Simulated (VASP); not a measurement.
A run of VASP 6.6.1:

The input INCAR:

```
SYSTEM = YZn
PREC = Accurate ; ENCUT = 520
EDIFF = 1E-6 ; ISMEAR = -1
SIGMA = 0.1 ; LREAL = .FALSE.
LASPH = .TRUE. ; NELM = 150
ALGO = Normal ; ISIF = 2
LWAVE = .FALSE. ; LCHARG = .FALSE.
MAGMOM = 0 0 0 0 0 0 ; LORBIT = 11
LSORBIT = .TRUE. ; GGA_COMPAT = .FALSE.
LORBMOM = .TRUE. ; LMAXMIX = 4
GGA = PS ; NBANDS = 35
```

File KPOINTS:

```
regular mesh
0
G
  10 10 10
  0 0 0
```

The input POSCAR:

```
YZn
1.0
    3.5218384756      0.0000000000      0.0000000000
    0.0000000000      3.5218384756      0.0000000000
    0.0000000000      0.0000000000      3.5218384756
Y Zn
1 1
Direct
    0.0000000000      0.0000000000      0.0000000000
    0.5000000000      0.5000000000      0.5000000000
```

Potentials or basis: VASP PAW PBE potentials, release 64 (Y_sv, Zn).

Launch:

```console
$ cat potpaw_PBE.64/Y_sv/POTCAR potpaw_PBE.64/Zn/POTCAR > POTCAR
$ mpirun -np 1 vasp_ncl > vasp.out
```

Hardware: 1 thread of Oxide Virtual Turin-like Processor (shared host).

Problem. Estimate the wall time of this run.

Solution. Run time: 2.1 min on 1 thread of Oxide Virtual Turin-like Processor, with other jobs on the host, peak memory 0.3 GiB. Counts: scf iterations 13, k points 56.
